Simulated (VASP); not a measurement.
Here is a VASP 6.6.1 calculation.

File INCAR:

```
SYSTEM = BN
ALGO = Normal
EDIFF = 1E-6
ENCUT = 520
GGA = PE
ISIF = 2
ISMEAR = 0
LASPH = .True.
LCHARG = .True.
LELF = .True.
LREAL = .False.
LVHAR = .True.
LWAVE = .False.
NBANDS = 11
NELM = 80
PREC = Accurate
SIGMA = 0.2
```

File KPOINTS:

```
k-points
0
Gamma
  12 12 12
  0 0 0
```

The input POSCAR:

```
BN
1.0
    0.0000000000      3.4953158300      2.1660912400
    1.2516321000      0.0000000000      2.1660912400
    1.2516321000      3.4953158300      0.0000000000
B N
1 1
Direct
    0.0000486500      0.0000486500      0.9999513500
    0.6666513400      0.6666513400      0.3333486600
```

Potentials or basis: VASP PAW PBE potentials, release 64 (B, N).

The run is started by

```sh
$ cat potpaw_PBE.64/B/POTCAR potpaw_PBE.64/N/POTCAR > POTCAR
$ mpirun -np 1 vasp_std > vasp.out
```

Question: What does it give for the pressure?

Answer: 3.3 GPa.

Question: Estimate the largest force.

Answer: 0.010 eV/Å.

Stress tensor (GPa, compression positive):
```
4.12 0.00 0.00
0.00 1.60 0.00
0.00 0.00 4.17
```
